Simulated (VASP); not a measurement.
A run of VASP 6.6.1:

File INCAR:

```
SYSTEM = Cu
PREC = Accurate
ENCUT = 520
EDIFF = 1E-7
ISMEAR = 0
SIGMA = 0.15
LREAL = .False.
LASPH = .True.
NELM = 80
ALGO = Fast
ISIF = 2
LWAVE = .False.
LCHARG = .False.
GGA = PS
NBANDS = 18
```

File KPOINTS:

```
Automatic mesh
0
Gamma
  26 26 14
  0 0 0
```

File POSCAR:

```
Cu
1.0
   -1.4450917219      1.4450917219      1.3600072129
    1.4450917219     -1.4450917219      1.3600072129
    2.8901834438      2.8901834438      0.0000000000
Cu
2
Direct
    0.0000000000      0.0000000000     -0.0293589716
    0.5000000000      0.5000000000      0.5293589716
```

Potentials or basis: VASP PAW PBE potentials, release 64 (Cu).

The run is started by

```bash
$ cat potpaw_PBE.64/Cu/POTCAR > POTCAR
$ mpirun -np 1 vasp_std > vasp.out
```

Hardware: 1 thread of Oxide Virtual Turin-like Processor, on a shared host.

Estimate the wall time of this run.

It took 7.3 min on 1 thread of Oxide Virtual Turin-like Processor, on a shared host, peak memory 0.52 GiB. Counts: scf iterations 17, k points 1464.
